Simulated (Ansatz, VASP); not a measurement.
**C in VASP and in Ansatz**

```xyz
2
Lattice="2.4647 0.0000 0.0000 -1.2323 2.1345 0.0000 0.0000 0.0000 3.5720" Properties=species:S:1:pos:R:3 pbc="T T T"
C     0.0000    1.4030    0.0000
C     1.2323    0.7315    0.0000
```

Change from the starting cell: mode 6 frozen in at -0.020 Å, equal normal strain along x, y and z +0.0000.

Alike in both runs: task single point; functional PBE; dispersion D3(BJ); k mesh 21 × 21 × 12; occupations gaussian, width 0.15 eV; no spin polarisation.

|  | VASP | Ansatz |
| --- | --- | --- |
| version | VASP 6.6.1 | Ansatz 0.2.0 |
| potentials or method | VASP PAW PBE potentials, release 64 (C), cutoff 520 eV | scalar-relativistic, plane waves, PAW |
| valence electrons in the cell | 8 | 8 |

Ansatz gave:

| Item | Value |
| --- | --- |
| gap on the k mesh at the Fermi level (eV) | none |
| pressure (GPa) | 0.7 |
| traceless stress, the component that is largest in VASP (GPa) | 4.14 |
| rms of the force components (eV/Å) | 1.187 |

Task: Which values does VASP return?

Result: gap on the k mesh at the Fermi level (eV): none; pressure (GPa): 1.1; traceless stress, the component that is largest in VASP (GPa): 4.45; rms of the force components (eV/Å): 1.189.

Atom by atom the forces differ by 0.002 eV/Å (rms over components). A gap of «none» marks a metal or a gap that the smearing closes.
